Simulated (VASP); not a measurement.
The system is Ti.

```
Ti
1.0
     2.88978    0.00000    0.00000
    -1.44489    2.50262    0.00000
     0.00000    0.00000    4.58446
Ti
2
Direct
  0.66667 0.33333 0.75000
  0.33333 0.66667 0.25000
```

Base run:

| Property | Result |
| --- | --- |
| Program | VASP 6.6.1 |
| Functional | r2SCAN |
| Potentials or basis | VASP PAW PBE potentials, release 64 (Ti_sv) |
| Cutoff | 520 eV |
| k mesh | 10 × 10 × 6 |
| Occupations | fermi-dirac, width 0.05 eV |
| Spin | no spin polarisation |

Its results: band gap on the k mesh zero (bands 12 and 13 overlap by 1.22 eV); pressure 5.9 GPa.

The run is repeated on the same cell with these changes: functional from r2SCAN to PBE. What comes out?

Band gap on the k mesh zero (bands 12 and 13 overlap by 1.01 eV); pressure 5.5 GPa.

Caveats: the cell stands under pressure; the PAW data sets were made with another functional, which shifts forces and pressure a little (at least some runs).
